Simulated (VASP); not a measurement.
# Hg (Fm-3m) in VASP: notebook, part 2 of 2

VASP 6.6.1.

## (3) Single point, LDA

Contents of INCAR:

```
ALGO     = Normal         # electronic algorithm
EDIFF    = 1E-6           # SCF threshold, eV
ENCUT    = 520            # plane-wave cutoff, eV
ISIF     = 2              # what is computed and relaxed
ISMEAR   = -1             # smearing method
LASPH    = T              # aspherical terms in the spheres
LCHARG   = T              # write CHGCAR
LELF     = T              # ELF
LREAL    = F              # projectors in reciprocal space
LVHAR    = T            
LWAVE    = F              # write WAVECAR
NBANDS   = 12             # bands
NELM     = 80             # most SCF steps
PREC     = Accurate       # precision mode
SIGMA    = 0.05           # smearing width, eV
```

Contents of KPOINTS:

```
k-points
0
Gamma
  16 16 16
```

Contents of POSCAR:

```
Hg
1.0
    0.0000000000      2.2217193044      2.2217193044
    2.2217193044      0.0000000000      2.2217193044
    2.2217193044      2.2217193044      0.0000000000
Hg
1
Direct
    0.0000000000      0.0000000000      0.0000000000
```

Potentials or basis: VASP PAW LDA potentials, release 64 (Hg).

On the command line:

```bash
> cat potpaw_LDA.64/Hg/POTCAR > POTCAR
> mpirun -np 1 vasp_std > vasp.out
```

OUTCAR:

```text
EDIFF = 1E-6
   ENCUT = 520
   ISIF = 2
   ISMEAR = -1
   LASPH = T
   LREAL = F
   NELM = 80
   PREC = Accurate

 ion  position               nearest neighbor table
   1  0.000  0.000  0.000-

  LATTYP: Found a face centered cubic cell.
 ALAT       =     4.4434386088

  Lattice vectors:

 A1 = (   0.0000000000,   2.2217193044,   2.2217193044)
 A2 = (   2.2217193044,   0.0000000000,   2.2217193044)
 A3 = (   2.2217193044,   2.2217193044,   0.0000000000)

Analysis of symmetry for initial positions (statically):
=====================================================================
 Subroutine PRICEL returns:
 Original cell was already a primitive cell.

 Routine SETGRP: Setting up the symmetry group for a
 face centered cubic supercell.

 Subroutine GETGRP returns: Found 48 space group operations
 (whereof 48 operations were pure point group operations)
 out of a pool of 48 trial point group operations.

The static configuration has the point symmetry O_h .

Analysis of symmetry for dynamics (positions and initial velocities):
=====================================================================
 Subroutine PRICEL returns:
[... 158 lines left out ...]
 fundamental gap:      0.0529809524
 Fermi energy:         3.0752654506

 k-point     1 :       0.0000    0.0000    0.0000
  band No.  band energies     occupation
      1      -6.5860      2.00000
      2      -4.1170      2.00000
      3      -4.1170      2.00000
      4      -4.1170      2.00000
      5      -3.3620      2.00000
      6      -3.3620      2.00000
      7      16.8361      0.00000
      8      18.4464      0.00000
      9      18.4464      0.00000
     10      18.4464      0.00000
     11      22.6920      0.00000
     12      24.0911      0.00000
[... 331 lines left out ...]
 k-point    24 :      -0.0625    0.0625    0.0000
  band No.  band energies     occupation
      1      -6.3052      2.00000
      2      -4.1685      2.00000
      3      -4.0557      2.00000
      4      -4.0306      2.00000
      5      -3.4151      2.00000
      6      -3.3430      2.00000
      7      16.3656      0.00000
      8      16.4488      0.00000
      9      17.9307      0.00000
     10      18.8976      0.00000
     11      22.1901      0.00000
     12      24.0827      0.00000

 [... further k-points ...]
[... 5 lines left out ...]
  --------------------------------------------------------------------------------------
  -------------------------------------------------------------------------------------
  Total        0.0846963      0.0846963      0.0846963      0.0000000     -0.0000000      0.0000000
  in kB        6.1869618      6.1869618      6.1869618      0.0000000     -0.0000000      0.0000000
  external PRESSURE =       6.1869618 kB  Pullay stress =       0.0000000 kB

 VOLUME and BASIS-vectors are now :
 -----------------------------------------------------------------------------
  energy-cutoff  :      520.00
  volume of cell :       21.93
      direct lattice vectors                 reciprocal lattice vectors
     0.000000000  2.221719304  2.221719304    -0.225050932  0.225050932  0.225050932
     2.221719304  0.000000000  2.221719304     0.225050932 -0.225050932  0.225050932
     2.221719304  2.221719304  0.000000000     0.225050932  0.225050932 -0.225050932

 POSITION                                       TOTAL-FORCE (eV/Angst)
 -----------------------------------------------------------------------------------
      0.00000      0.00000      0.00000         0.000000      0.000000      0.000000
 -----------------------------------------------------------------------------------
    total drift:                               -0.000000     -0.000000     -0.000000

  FREE ENERGIE OF THE ION-ELECTRON SYSTEM (eV)
  ---------------------------------------------------
  free  energy   TOTEN  =        -0.9426235050 eV

  energy  without entropy=       -0.9396791069  energy(sigma->0) =       -0.94115131
```

OSZICAR:

```text
N       E                     dE             d eps       ncg     rms          rms(c)
DAV:   1     0.740875290436E+02    0.74088E+02   -0.67236E+03  3680   0.975E+02
DAV:   2     0.179555699549E+00   -0.73908E+02   -0.69916E+02  3776   0.232E+02
DAV:   3    -0.100427908895E+01   -0.11838E+01   -0.11829E+01  4148   0.328E+01
DAV:   4    -0.100533097677E+01   -0.10519E-02   -0.10519E-02  3952   0.101E+00
DAV:   5    -0.100533231749E+01   -0.13407E-05   -0.13406E-05  4180   0.353E-02    0.472E+00
DAV:   6    -0.950122707827E+00    0.55210E-01   -0.12197E-01  4052   0.399E+00    0.340E+00
DAV:   7    -0.943421518074E+00    0.67012E-02   -0.15759E-02  4128   0.119E+00    0.140E+00
DAV:   8    -0.942619284400E+00    0.80223E-03   -0.14102E-03  3812   0.534E-01    0.528E-02
DAV:   9    -0.942622652019E+00   -0.33676E-05   -0.21930E-06  3784   0.177E-02    0.128E-02
DAV:  10    -0.942623504998E+00   -0.85298E-06   -0.99092E-07  3572   0.127E-02
   1 F= -.94262350E+00 E0= -.94115131E+00  d E =-.294440E-02
```

stdout:

```text
POSCAR found type information on POSCAR Hg
 POSCAR found :  1 types and       1 ions
 scaLAPACK will be used
 LDA part: xc-table for (Slater(with rela. corr.)+CA(PZ))
 , standard interpolation
 POSCAR, INCAR and KPOINTS ok, starting setup
 FFT: planning ... GRIDC
 FFT: planning ... GRID_SOFT
 FFT: planning ... GRID
 WAVECAR not read
 entering main loop
```

Run time: 13 s. Hardware: 1 thread of Intel Xeon 6975P-C (Granite Rapids), shared host; peak memory 0.15 GiB.

Results:

```
Free energy            : -0.9426 eV
Pressure               : 0.6 GPa
Band gap on the k mesh : zero (bands 6 and 7 overlap by 2.06 eV)
```

Caveat: spin-orbit coupling is left out, which moves the levels of the heavy elements.

## (4) Relaxation of cell and atoms, LDA

Contents of INCAR:

```
SYSTEM = Hg
PREC = Accurate
ENCUT = 600
EDIFF = 1E-7
ISMEAR = -1
SIGMA = 0.05
LREAL = .FALSE.
LASPH = .TRUE.
NELM = 100
ALGO = Normal
ISIF = 3
LWAVE = .FALSE.
LCHARG = .FALSE.
GGA = CA
IBRION = 2
NSW = 45
EDIFFG = -0.005
```

Contents of KPOINTS:

```
regular mesh
0
G
  16 16 16
  0 0 0
```

POSCAR is that of step 3.

Potentials or basis: VASP PAW LDA potentials, release 64 (Hg).

On the command line:

```bash
> cat potpaw_LDA.64/Hg/POTCAR > POTCAR
> mpirun -np 1 vasp_std > vasp.out
```

OUTCAR:

```text
SYSTEM = Hg
   PREC = Accurate
   ENCUT = 600
   EDIFF = 1E-7
   ISMEAR = -1
   LREAL = .FALSE.
   LASPH = .TRUE.
   NELM = 100
   ISIF = 3
   GGA = CA
   IBRION = 2
   NSW = 45
   EDIFFG = -0.005

 ion  position               nearest neighbor table
   1  0.000  0.000  0.000-

  LATTYP: Found a face centered cubic cell.
 ALAT       =     4.4434386088

  Lattice vectors:

 A1 = (   0.0000000000,   2.2217193044,   2.2217193044)
 A2 = (   2.2217193044,   0.0000000000,   2.2217193044)
 A3 = (   2.2217193044,   2.2217193044,   0.0000000000)

Analysis of symmetry for initial positions (statically):
=====================================================================
 Subroutine PRICEL returns:
 Original cell was already a primitive cell.

 Routine SETGRP: Setting up the symmetry group for a
 face centered cubic supercell.

 Subroutine GETGRP returns: Found 48 space group operations
 (whereof 48 operations were pure point group operations)
 out of a pool of 48 trial point group operations.

The static configuration has the point symmetry O_h .

Analysis of symmetry for dynamics (positions and initial velocities):
=====================================================================
 Subroutine PRICEL returns:
 Original cell was already a primitive cell.

 Routine SETGRP: Setting up the symmetry group for a
 face centered cubic supercell.

 Subroutine GETGRP returns: Found 48 space group operations
 (whereof 48 operations were pure point group operations)
 out of a pool of 48 trial point group operations.

The dynamic configuration has the point symmetry O_h .

 Subroutine INISYM returns: Found 48 space group operations
 (whereof 48 operations are pure point group operations),
 and found     1 'primitive' translations

----------------------------------------------------------------------------------------

                                     Primitive cell
[... 119 lines left out ...]
   LRPA    =     F    only Hartree local field effects (RPA)
 conjugate gradient relaxation of ions
 non-spin polarized calculation
  energy-cutoff  :      600.00
  volume of cell :       21.93
 maximum number of plane-waves:       754
 NGX is ok and might be reduce to    28
   NGX = 13   NGY = 13   NGZ = 13

--------------------------------------- Ionic step        1  -------------------------------------------

 number of electron      11.9999999 magnetization

 Free energy of the ion-electron system (eV)
  ---------------------------------------------------
  ext. energy  EPLUGINS =         0.00000000
  ---------------------------------------------------
  free energy    TOTEN  =        -0.94265402 eV

  energy without entropy =       -0.93970968  energy(sigma->0) =       -0.94118185

------------------------ aborting loop because EDIFF is reached ----------------------------------------

  FORCE on cell =-STRESS in cart. coord.  units (eV):
  Direction    XX          YY          ZZ          XY          YZ          ZX
  --------------------------------------------------------------------------------------
  -------------------------------------------------------------------------------------
  Total        0.0954523      0.0954523      0.0954523      0.0000000     -0.0000000      0.0000000
  in kB        6.9726717      6.9726717      6.9726717      0.0000000     -0.0000000      0.0000000
  external PRESSURE =       6.9726717 kB  Pullay stress =       0.0000000 kB
[... 57 lines left out ...]
--------------------------------------- Ionic step        3  -------------------------------------------

 number of electron      12.0000000 magnetization

 Free energy of the ion-electron system (eV)
  ---------------------------------------------------
  ext. energy  EPLUGINS =         0.00000000
  ---------------------------------------------------
  free energy    TOTEN  =        -0.94326615 eV

  energy without entropy =       -0.94041578  energy(sigma->0) =       -0.94184096

 E-fermi :   2.9443     XC(G=0): -11.5196

 val. band max:        2.9301076849   @ k =  -0.3750   0.4375   0.1250
 cond. band min:       3.0263324335   @ k =  -0.3750   0.2500   0.1250
 fundamental gap:      0.0962247486
 Fermi energy:         2.9443424537

 k-point     1 :       0.0000    0.0000    0.0000
  band No.  band energies     occupation
      1      -6.5877      2.00000
      2      -4.1844      2.00000
      3      -4.1844      2.00000
      4      -4.1844      2.00000
      5      -3.4490      2.00000
      6      -3.4490      2.00000
      7      16.6977      0.00000
      8      18.2206      0.00000
      9      18.2206      0.00000
     10      18.2206      0.00000
[... 287 lines left out ...]
 k-point    24 :      -0.0625    0.0625    0.0000
  band No.  band energies     occupation
      1      -6.3100      2.00000
      2      -4.2343      2.00000
      3      -4.1246      2.00000
      4      -4.1000      2.00000
      5      -3.5006      2.00000
      6      -3.4304      2.00000
      7      16.1460      0.00000
      8      16.2723      0.00000
      9      17.7293      0.00000
     10      18.6607      0.00000

 [... further k-points ...]
[... 5 lines left out ...]
  --------------------------------------------------------------------------------------
  -------------------------------------------------------------------------------------
  Total       -0.0001691     -0.0001691     -0.0001691      0.0000000      0.0000000     -0.0000000
  in kB       -0.0121912     -0.0121912     -0.0121912      0.0000000      0.0000000     -0.0000000
  external PRESSURE =      -0.0121912 kB  Pullay stress =       0.0000000 kB
[... 16 lines left out ...]
  FREE ENERGIE OF THE ION-ELECTRON SYSTEM (eV)
  ---------------------------------------------------
  free  energy   TOTEN  =        -0.9432661490 eV

  energy  without entropy=       -0.9404157788  energy(sigma->0) =       -0.94184096

 reached required accuracy - stopping structural energy minimisation
```

CONTCAR:

```text
Hg
   1.00000000000000
     0.0000000000000000    2.2312708265971368    2.2312708265971368
     2.2312708265971368   -0.0000000000000000    2.2312708265971368
     2.2312708265971368    2.2312708265971368    0.0000000000000000
  Hg
     1
Direct
     0.0000000000000000    0.0000000000000000    0.0000000000000000

  0.00000000E+00  0.00000000E+00  0.00000000E+00
```

Wall time 36 s (1 thread of Intel Xeon 6975P-C (Granite Rapids), shared host); peak memory 0.18 GiB.

What came out:

```
Free energy                           : -0.9433 eV
Relaxed volume                        : 22.22 Å³/atom
Relaxed cell                          : a = 3.155 Å, b = 3.155 Å, c = 3.155 Å, α = 60.00°, β = 60.00°, γ = 60.00°
Space group after relaxing (to 0.1 Å) : Fm-3m (No. 225)
Energy gained by relaxing             : 0.6 meV/atom
Ionic steps                           : 3
Pressure after relaxing               : 0.0 GPa
Band gap on the k mesh                : zero (bands 6 and 7 overlap by 2.08 eV)
```

Step by step:
| step | energy change (eV) | largest force (eV/Å) | pressure (GPa) | volume (Å³) |
| --- | --- | --- | --- | --- |
| 1 | 0.0000 | 0.0000 | 0.70 | 21.93 |
| 2 | -0.0006 | 0.0000 | -0.05 | 22.24 |
| 3 | -0.0006 | 0.0000 | 0.00 | 22.22 |

Final structure:
```
CELL_PARAMETERS angstrom
0.00000 2.23127 2.23127
2.23127 0.00000 2.23127
2.23127 2.23127 0.00000
ATOMIC_POSITIONS crystal
Hg 0.00000 0.00000 0.00000
```

Caveat: spin-orbit coupling is left out, which moves the levels of the heavy elements.

## (5) Relaxation of cell and atoms, LDA

This run uses another cell than the first one, of 22.69 Å³/atom.

Contents of INCAR:

```
PREC = Accurate
ENCUT = 600
EDIFF = 1E-6
ISMEAR = -1
SIGMA = 0.05
LREAL = False
LASPH = True
NELM = 100
ALGO = Normal
ISIF = 3
LWAVE = False
LCHARG = False
IBRION = 2
NSW = 60
EDIFFG = -0.005
```

Contents of KPOINTS:

```
Automatic mesh
0
Gamma
  16 16 16
```

Contents of POSCAR:

```
Hg
1.0
    0.0000000000      2.2470248744      2.2470248744
    2.2470248744      0.0000000000      2.2470248744
    2.2470248744      2.2470248744      0.0000000000
Hg
1
Direct
    0.0000000000      0.0000000000      0.0000000000
```

Potentials or basis: VASP PAW LDA potentials, release 64 (Hg).

On the command line:

```bash
> cat potpaw_LDA.64/Hg/POTCAR > POTCAR
> mpirun -np 1 vasp_std > vasp.out
```

OUTCAR:

```text
PREC = Accurate
   ENCUT = 600
   EDIFF = 1E-6
   ISMEAR = -1
   LREAL = False
   LASPH = True
   NELM = 100
   ISIF = 3
   IBRION = 2
   NSW = 60
   EDIFFG = -0.005

 ion  position               nearest neighbor table
   1  0.000  0.000  0.000-

  LATTYP: Found a face centered cubic cell.
 ALAT       =     4.4940497488

  Lattice vectors:

 A1 = (   0.0000000000,   2.2470248744,   2.2470248744)
 A2 = (   2.2470248744,   0.0000000000,   2.2470248744)
 A3 = (   2.2470248744,   2.2470248744,   0.0000000000)
[... 529 lines left out ...]
      3      -4.1272      2.00000
      4      -4.1026      2.00000
      5      -3.5038      2.00000
      6      -3.4337      2.00000
      7      16.1370      0.00000
      8      16.2653      0.00000
      9      17.7212      0.00000
     10      18.6509      0.00000

 [... further k-points ...]
[... 5 lines left out ...]
  --------------------------------------------------------------------------------------
  -------------------------------------------------------------------------------------
  Total       -0.0022054     -0.0022054     -0.0022054      0.0000000      0.0000000     -0.0000000
  in kB       -0.1589582     -0.1589582     -0.1589582      0.0000000      0.0000000     -0.0000000
  external PRESSURE =      -0.1589582 kB  Pullay stress =       0.0000000 kB

 VOLUME and BASIS-vectors are now :
 -----------------------------------------------------------------------------
  energy-cutoff  :      600.00
  volume of cell :       22.23
      direct lattice vectors                 reciprocal lattice vectors
    -0.000000000  2.231651149  2.231651149    -0.224049355  0.224049355  0.224049355
     2.231651149 -0.000000000  2.231651149     0.224049355 -0.224049355  0.224049355
     2.231651149  2.231651149 -0.000000000     0.224049355  0.224049355 -0.224049355

 POSITION                                       TOTAL-FORCE (eV/Angst)
 -----------------------------------------------------------------------------------
      0.00000      0.00000      0.00000         0.000000      0.000000      0.000000
 -----------------------------------------------------------------------------------
    total drift:                               -0.000000     -0.000000     -0.000000

  FREE ENERGIE OF THE ION-ELECTRON SYSTEM (eV)
  ---------------------------------------------------
  free  energy   TOTEN  =        -0.9433962688 eV

  energy  without entropy=       -0.9405501752  energy(sigma->0) =       -0.94197322

 reached required accuracy - stopping structural energy minimisation
```

It took 23 s on 1 thread of Intel Xeon 6975P-C (Granite Rapids), shared host; peak memory 0.18 GiB.

What came out:

* Free energy: -0.9434 eV
* Relaxed volume: 22.23 Å³/atom
* Relaxed cell: a = 3.156 Å, b = 3.156 Å, c = 3.156 Å, α = 60.00°, β = 60.00°, γ = 60.00°
* Space group after relaxing (to 0.1 Å): Fm-3m (No. 225)
* Energy gained by relaxing: 1.5 meV/atom
* Ionic steps: 2
* Pressure after relaxing: 0.0 GPa
* Band gap on the k mesh: zero (bands 6 and 7 overlap by 2.08 eV)

Step by step:
```
step  energy change (eV)  largest force (eV/Å)  pressure (GPa)  volume (Å³)
   1              0.0000                0.0000           -1.00        22.69
   2             -0.0015                0.0000           -0.02        22.23
```

Final structure:
```yaml
crystal:
  lattice:
    - [0.00000, 2.23165, 2.23165]
    - [2.23165, 0.00000, 2.23165]
    - [2.23165, 2.23165, 0.00000]
  atoms:
    - { symbol: Hg, position: [0.00000, 0.00000, 0.00000] }
```

Levels at points of the mesh, in eV from the Fermi level:
```
           k point  band 2  band 3  band 4  band 5  band 6  band 7  band 8  band 9  band 10
(0.00, 0.00, 0.00)   -7.13   -7.13   -7.13   -6.39   -6.39   13.75   15.27   15.27    15.27
(0.50, 0.00, 0.00)   -7.13   -7.13   -5.78   -5.78   -1.85   -1.40   12.92   12.92    13.00
(0.50, 0.50, 0.00)   -8.13   -5.82   -5.62   -5.62   -0.36    0.79    7.14    7.14    12.00
```

Caveat: spin-orbit coupling is left out, which moves the levels of the heavy elements.

## (6) Summary

```tsv
task	cell	cutoff (eV)	gap on the mesh (eV)	pressure (GPa)	relaxed volume (Å³/atom)
single point	a = 3.142 Å, angles 60.0°, 1 atom	520	none	0.6	-
relaxation of cell and atoms	relaxed from a = 3.142 Å, angles 60.0°, 1 atom	600	none	0.0	22.22
relaxation of cell and atoms	relaxed from a = 3.178 Å, angles 60.0°, 1 atom	600	none	0.0	22.23
```

Alike in all rows: level LDA; potentials or basis VASP PAW LDA potentials, release 64 (Hg); no spin polarisation; k mesh 16 × 16 × 16; smearing fermi-dirac 0.05 eV.

Caveats: spin-orbit coupling is left out, which moves the levels of the heavy elements.

Absolute energies hang on the potentials; compare differences alone.
